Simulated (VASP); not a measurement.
Rh:

```xyz
1
Lattice="0.0000 1.8979 1.8979 1.8979 0.0000 1.8979 1.8979 1.8979 0.0000" Properties=species:S:1:pos:R:3 pbc="T T T"
Rh    0.0000    0.0000    0.0000
```

```yaml
Program: VASP 6.6.1
Task: relaxation of cell and atoms
Functional: PBEsol
Dispersion: D3(BJ)
Potentials_or_basis: VASP PAW PBE potentials, release 64 (Rh_pv)
Cutoff: 600 eV
k_mesh: 12 × 12 × 12
Occupations: fermi-dirac, width 0.05 eV
Spin: no spin polarisation
```

At the start: pressure -11.2 GPa; volume 13.67 Å³/atom.

**Question.** Where does the relaxation end?

**Answer.** Over 4 steps the energy falls by 18.6 meV/atom and the volume is 13.16 Å³/atom (-3.7 %); space group Fm-3m (No. 225, to 0.05 Å).

Step by step:
```
step  energy change (eV)  largest force (eV/Å)  pressure (GPa)  volume (Å³)
   1              0.0000                0.0000          -11.17        13.67
   2              0.1372                0.0000           43.05        11.87
   3             -0.0186                0.0000           -0.43        13.18
   4             -0.0186                0.0000           -0.11        13.16
```

Final structure:
```yaml
crystal:
  lattice:
    - [0.00000, 1.87402, 1.87402]
    - [1.87402, 0.00000, 1.87402]
    - [1.87402, 1.87402, 0.00000]
  atoms:
    - { symbol: Rh, position: [0.00000, 0.00000, 0.00000] }
```

Caveat: the PAW data sets were made with another functional, which shifts forces and pressure a little; pairwise dispersion overbinds metals, which lowers pressure and volume.
